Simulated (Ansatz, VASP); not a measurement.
# Two plane-wave programs on I

```xyz
1
Lattice="0.0000 2.3656 3.9098 2.1922 0.0000 3.9098 2.1922 2.3656 0.0000" Properties=species:S:1:pos:R:3 pbc="T T T"
I     0.0000    0.0000    0.0000
```

Alike in both runs: functional PBE; k mesh 7 × 7 × 7; occupations fermi-dirac, width 0.05 eV; non-collinear spin, spin-orbit coupling.

|  | VASP | Ansatz |
| --- | --- | --- |
| version | VASP 6.6.1 | Ansatz 0.2.0 |
| potentials or method | VASP PAW PBE potentials, release 64 (I) | Ansatz PAW |
| plane-wave cutoff (eV) | 520 | 420 |
| valence electrons in the cell | 7 | 17 |
| task | single point | band structure |

```csv
,VASP,Ansatz,Ansatz less VASP
pressure (GPa),1.0,1.1,+0.06
"traceless stress, the component that is largest in VASP (GPa)",-0.27,-0.35,-0.077
net moment per atom (μB),0.00,0.00,0.000
```

The functional is the same, so the differences come from potentials, cutoffs and numerics. VASP's potentials hold 7 valence electrons a cell and Ansatz's 17, so a difference there can come from the potentials and not from the codes.
